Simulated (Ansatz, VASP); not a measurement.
LiCaF3: VASP beside Ansatz

INCAR

```
PREC = Accurate
ENCUT = 520
EDIFF = 1E-6
ISMEAR = 1
SIGMA = 0.05
LREAL = False
LASPH = True
NELM = 100
ALGO = Normal
ISIF = 2
LWAVE = False
LCHARG = False
GGA = PE
NBANDS = 25
```

KPOINTS

```
Automatic mesh
0
Gamma
  4 4 4
```

POSCAR

```
LiCaF3
1.0
    3.7612440000      0.0000000000      0.0000000000
    0.0000000000      3.7612440000      0.0000000000
    0.0000000000      0.0000000000      3.7612440000
Li Ca F
1 1 3
Direct
    0.5000000000      0.5000000000      0.5000000000
    0.0000000000      0.0000000000      0.0000000000
    0.0000000000      0.5050000000      0.5000000000
    0.5000000000      0.5000000000      0.0000000000
    0.5000000000      0.0000000000      0.5000000000
```

Input for Ansatz:

```yaml
crystal:
  lattice:
    - [3.761244, 0.0, 0.0]
    - [0.0, 3.761244, 0.0]
    - [0.0, 0.0, 3.761244]
  atoms:
    - { symbol: Li, position: [0.5, 0.5, 0.5] }
    - { symbol: Ca, position: [0.0, 0.0, 0.0] }
    - { symbol: F, position: [0.0, 0.505, 0.5] }
    - { symbol: F, position: [0.5, 0.5, 0.0] }
    - { symbol: F, position: [0.5, 0.0, 0.5] }
kpoints:
  mp_grid:
    grid: [4, 4, 4]
hamiltonian:
  xc: pbe
  pseudopotentials:
    kind: paw
scf:
  occupations:
    method: methfessel_paxton
    width: 0.05
output:
  forces: true
```

Alike in both runs: task single point; functional PBE; k mesh 4 × 4 × 4; occupations methfessel-paxton of order 1, width 0.05 eV; no spin polarisation.

|  | VASP | Ansatz |
| --- | --- | --- |
| version | VASP 6.6.1 | Ansatz 0.2.0 |
| potentials or method | VASP PAW PBE potentials, release 64 (Li_sv, Ca_sv, F) | plane waves, PAW |
| plane-wave cutoff (eV) | 520 | 420 |
| valence electrons in the cell | 34 | 34 |

```tsv
	VASP	Ansatz	Ansatz less VASP
rms of the force components (eV/Å)	0.018	0.018	0.0000
```

Atom by atom the forces differ by 0.000 eV/Å (rms over components). The functional is the same, so the differences come from potentials, cutoffs and numerics.

Noted on VASP's run: the cutoff is short for stress, so the pressure is rough.
